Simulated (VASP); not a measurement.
# Ni (Im-3m) in VASP: notebook, part 2 of 2

VASP 6.6.1. The steps go on from the part before.

## Step 5: Single point, PBE, collinear spin, ferromagnetic start

This run uses another cell than the first one, of 10.87 Å³/atom, 1.028 times its volume.

Contents of INCAR:

```
  PREC = Accurate
  ENCUT = 520
  EDIFF = 1E-6
  ISMEAR = 0
  SIGMA = 0.1
  LREAL = F
  LASPH = T
  NELM = 150
  ALGO = Normal
  ISIF = 2
  LWAVE = F
  LCHARG = F
  ISPIN = 2
  MAGMOM = 2
  LORBIT = 11
  LMAXMIX = 4
  GGA = PE
  NBANDS = 15
```

Contents of KPOINTS:

```
Automatic mesh
0
Gamma
  17 17 17
```

Contents of POSCAR:

```
Ni
1.0
   -1.3955941861      1.3955941861      1.3955941861
    1.3955941861     -1.3955941861      1.3955941861
    1.3955941861      1.3955941861     -1.3955941861
Ni
1
Direct
    0.0000000000      0.0000000000      0.0000000000
```

Potentials or basis: VASP PAW PBE potentials, release 64 (Ni).

Command:

```
cat potpaw_PBE.64/Ni/POTCAR > POTCAR
mpirun -np 1 vasp_std > vasp.out
```

OUTCAR:

```text
PREC = Accurate
   ENCUT = 520
   EDIFF = 1E-6
   ISMEAR = 0
   LREAL = F
   LASPH = T
   NELM = 150
   ISIF = 2
   ISPIN = 2
   LORBIT = 11
   GGA = PE

 ion  position               nearest neighbor table
   1  0.000  0.000  0.000-

  LATTYP: Found a body centered cubic cell.
 ALAT       =     2.7911883722

  Lattice vectors:

 A1 = (  -1.3955941861,   1.3955941861,   1.3955941861)
 A2 = (   1.3955941861,  -1.3955941861,   1.3955941861)
 A3 = (   1.3955941861,   1.3955941861,  -1.3955941861)

Analysis of symmetry for initial positions (statically):
=====================================================================
 Subroutine PRICEL returns:
 Original cell was already a primitive cell.

 Routine SETGRP: Setting up the symmetry group for a
 body centered cubic supercell.

 Subroutine GETGRP returns: Found 48 space group operations
 (whereof 48 operations were pure point group operations)
 out of a pool of 48 trial point group operations.

The static configuration has the point symmetry O_h .

Analysis of symmetry for dynamics (positions and initial velocities):
=====================================================================
[... 625 lines left out ...]
      6       8.8561      1.00000
      7      35.6236      0.00000
      8      35.6236      0.00000
      9      35.6236      0.00000
     10      40.5512      0.00000
     11      40.5512      0.00000
     12      41.7920      0.00000
     13      41.7920      0.00000
     14      41.7920      0.00000
[... 403 lines left out ...]
      4       8.5887      1.00000
      5       9.0248      0.99961
      6       9.4079      0.01975
      7      24.6380      0.00000
      8      25.4107      0.00000
      9      31.0423      0.00000
     10      35.9528      0.00000
     11      39.2598      0.00000
     12      42.8014      0.00000
     13      45.9818      0.00000
     14      48.9690      0.00000
     15      51.2262      0.00000

 [... further k-points ...]
[... 5 lines left out ...]
  --------------------------------------------------------------------------------------
  -------------------------------------------------------------------------------------
  Total        0.1316371      0.1316371      0.1316371      0.0000000     -0.0000000      0.0000000
  in kB       19.3977590     19.3977590     19.3977590      0.0000000     -0.0000000      0.0000000
  external PRESSURE =      19.3977590 kB  Pullay stress =       0.0000000 kB

 VOLUME and BASIS-vectors are now :
 -----------------------------------------------------------------------------
  energy-cutoff  :      520.00
  volume of cell :       10.87
      direct lattice vectors                 reciprocal lattice vectors
    -1.395594186  1.395594186  1.395594186     0.000000000  0.358270337  0.358270337
     1.395594186 -1.395594186  1.395594186     0.358270337  0.000000000  0.358270337
     1.395594186  1.395594186 -1.395594186     0.358270337  0.358270337  0.000000000

 POSITION                                       TOTAL-FORCE (eV/Angst)
 -----------------------------------------------------------------------------------
      0.00000      0.00000      0.00000         0.000000      0.000000      0.000000
 -----------------------------------------------------------------------------------
    total drift:                                0.000000      0.000000      0.000000

  FREE ENERGIE OF THE ION-ELECTRON SYSTEM (eV)
  ---------------------------------------------------
  free  energy   TOTEN  =        -5.3788154447 eV

  energy  without entropy=       -5.3718625713  energy(sigma->0) =       -5.37533901

 total charge

# of ion       s       p       d       tot
------------------------------------------
    1        0.491   0.488   8.337   9.316

 magnetization (x)

# of ion       s       p       d       tot
------------------------------------------
    1       -0.005  -0.016   0.563   0.542
```

stdout:

```text
POSCAR found type information on POSCAR Ni
 POSCAR found :  1 types and       1 ions
 scaLAPACK will be used
 LDA part: xc-table for (Slater+PW92), standard interpolation
 POSCAR, INCAR and KPOINTS ok, starting setup
 FFT: planning ... GRIDC
 FFT: planning ... GRID_SOFT
 FFT: planning ... GRID
 WAVECAR not read
 entering main loop
```

Wall time 21 s (1 thread of Intel Xeon 6975P-C (Granite Rapids), shared host); peak memory 0.15 GiB.

What came out:

- Free energy: -5.3788 eV
- Pressure: 1.9 GPa
- Net moment: 0.53 μB per cell
- Site moments: Ni +0.54 μB
- Valence electrons inside the program's atomic spheres: Ni 9.32

Levels at points of the mesh, in eV from the Fermi level:
Spin up:
| k point | band 3 | band 4 | band 5 | band 6 | band 7 | band 8 |
| --- | --- | --- | --- | --- | --- | --- |
| (0.00, 0.00, 0.00) | -2.29 | -2.29 | -0.85 | -0.85 | 26.46 | 26.46 |
Spin down:
```
           k point  band 1  band 2  band 3  band 4  band 5  band 6  band 7  band 8  band 9  band 10
(0.00, 0.00, 0.00)   -8.91   -1.62   -1.62   -1.62   -0.41   -0.41   26.36   26.36   26.36    31.29
```

## Step 6: Single point, PBE, collinear spin, ferromagnetic start

This run uses another cell than the first one, of 10.98 Å³/atom, 1.039 times its volume.

Contents of INCAR:

```
SYSTEM = Ni
ALGO     = Normal         ! electronic algorithm
EDIFF    = 1E-6           ! SCF threshold, eV
ENCUT    = 520            ! plane-wave cutoff, eV
GGA      = PE             ! functional
ISIF     = 2              ! what is computed and relaxed
ISMEAR   = 0              ! smearing method
ISPIN    = 2              ! spin polarisation
LASPH    = .TRUE.         ! aspherical terms in the spheres
LCHARG   = .FALSE.        ! write CHGCAR
LMAXMIX  = 4              ! l up to which the mixer works
LORBIT   = 11             ! projections on sites
LREAL    = .FALSE.        ! projectors in reciprocal space
LWAVE    = .FALSE.        ! write WAVECAR
MAGMOM   = 2              ! initial moments
NBANDS   = 15             ! bands
NELM     = 150            ! most SCF steps
PREC     = Accurate       ! precision mode
SIGMA    = 0.1            ! smearing width, eV
```

Contents of KPOINTS:

```
k-points
0
G
  17 17 17
  0 0 0
```

Contents of POSCAR:

```
Ni
1.0
   -1.4003678795      1.4003678795      1.4003678795
    1.4003678795     -1.4003678795      1.4003678795
    1.4003678795      1.4003678795     -1.4003678795
Ni
1
Direct
    0.0000000000      0.0000000000      0.0000000000
```

Potentials or basis: VASP PAW PBE potentials, release 64 (Ni).

Command:

```
cat potpaw_PBE.64/Ni/POTCAR > POTCAR
mpirun -np 1 vasp_std > vasp.out
```

Wall time 22 s (1 thread of Intel Xeon 6975P-C (Granite Rapids), shared host); peak memory 0.15 GiB.

The run converged. Its results:

| Item | Value |
| --- | --- |
| Free energy | -5.3794 eV |
| Pressure | 0.0 GPa |
| Net moment | 0.54 μB per cell |
| Site moments | Ni +0.55 μB |
| Valence electrons inside the program's atomic spheres | Ni 9.30 |

Levels at points of the mesh, in eV from the Fermi level:
Spin up:
| k point | band 3 | band 4 | band 5 | band 6 | band 7 | band 8 |
| --- | --- | --- | --- | --- | --- | --- |
| (0.00, 0.00, 0.00) | -2.26 | -2.26 | -0.85 | -0.85 | 26.35 | 26.35 |
Spin down:
```csv
k point,band 3,band 4,band 5,band 6,band 7,band 8
"(0.00, 0.00, 0.00)",-1.59,-1.59,-0.40,-0.40,26.25,26.25
```

## Step 7: The runs side by side

```tsv
cell	gap on the mesh (eV)	pressure (GPa)	moment (μB)
a = 2.395 Å, angles 109.5°, 1 atom	none	7.9	0.51
a = 2.402 Å, angles 109.5°, 1 atom	none	5.9	0.52
a = 2.409 Å, angles 109.5°, 1 atom	none	4.0	0.53
a = 2.417 Å, angles 109.5°, 1 atom	none	1.9	0.53
a = 2.426 Å, angles 109.5°, 1 atom	none	0.0	0.54
```

Alike in all rows: task single point; level PBE; potentials or basis VASP PAW PBE potentials, release 64 (Ni); spin collinear, ferromagnetic start; k mesh 17 × 17 × 17; cutoff (eV) 520; smearing gaussian 0.1 eV.

Total energies depend on the potentials used, so only differences within one code and one set of settings carry meaning.
